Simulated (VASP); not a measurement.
Write the native input for VASP 6.6.1 that does the following.

| Quantity | Value |
| --- | --- |
| Task | relaxation of cell and atoms |
| Functional | PBE |
| Potentials or basis | VASP PAW PBE potentials, release 64 (Rh_pv) |
| Cutoff | 600 eV |
| k mesh | 24 × 24 × 22 |
| Occupations | gaussian, width 0.1 eV |
| Spin | no spin polarisation |
| Dipole correction | no |
| Further INCAR settings | ALGO = Fast; EDIFF = 1e-06; IBRION = 2; EDIFFG = -0.01; NSW = 100; ISIF = 3 |

The structure of Rh lies in POSCAR:

```
Rh
1.0
    2.6371196821      0.0000000000      0.0000000000
   -1.3185598411      2.2838126375      0.0000000000
    0.0000000000      0.0000000000      2.5520144649
Rh
1
Direct
    0.0000000000      0.0000000000      0.0000000000
```

The cell was built from a structure type or drawn by symmetry, and may not be a known phase.

These files were run (other wordings do the same):

INCAR

```
SYSTEM = Rh
ALGO = Fast
EDIFF = 1E-6
EDIFFG = -0.01
ENCUT = 600
GGA = PE
IBRION = 2
ISIF = 3
ISMEAR = 0
LASPH = .TRUE.
LCHARG = .FALSE.
LREAL = .FALSE.
LWAVE = .FALSE.
NELM = 80
NSW = 100
PREC = Accurate
SIGMA = 0.1
```

KPOINTS

```
k-points
0
G
  24 24 22
  0 0 0
```

Potentials or basis: VASP PAW PBE potentials, release 64 (Rh_pv).

The run is started by

```console
$ cat potpaw_PBE.64/Rh_pv/POTCAR > POTCAR
$ mpirun -np 1 vasp_std > vasp.out
```

Results of the run:

| Item | Value |
| --- | --- |
| Relaxed volume | 15.32 Å³/atom |
| Relaxed cell | a = 2.638 Å, b = 2.638 Å, c = 2.543 Å, α = 90.00°, β = 90.00°, γ = 120.00° |
| Space group after relaxing (to 0.1 Å) | P6/mmm (No. 191) |
| Energy gained by relaxing | 0.3 meV/atom |
| Ionic steps | 7 |
| Pressure after relaxing | 0.0 GPa |
| Band gap on the k mesh | zero (an odd number of electrons rules out a gap without spin polarisation) |

It took 5.6 min on 1 thread of Intel Xeon 8259CL, on a shared host, peak memory 0.28 GiB.
